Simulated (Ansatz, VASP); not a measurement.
## Rb: VASP beside Ansatz

```
Rb
1.0
    -3.03048    3.03048    2.91824
     3.03048   -3.03048    2.91824
     3.03048    3.03048   -2.91824
Rb
1
Direct
  0.00000 0.00000 0.00000
```

Change from the starting cell: strain +0.080 along x and y, +0.040 along z, atoms carried along.

Alike in both runs: task single point; functional PBE; k mesh 12 × 12 × 12; occupations gaussian, width 0.15 eV; no spin polarisation.

|  | VASP | Ansatz |
| --- | --- | --- |
| version | VASP 6.6.1 | Ansatz 0.2.0 |
| potentials or method | VASP PAW PBE potentials, release 64 (Rb_sv), cutoff 520 eV | scalar-relativistic, plane waves, PAW |
| valence electrons in the cell | 9 | 9 |

```tsv
	VASP	Ansatz	Ansatz less VASP
gap on the k mesh at the Fermi level (eV)	none	none	-
pressure (GPa)	-0.3	-0.3	0.00
```

A gap of «none» marks a metal or a gap that the smearing closes. The functional is the same, so the differences come from potentials, cutoffs and numerics.
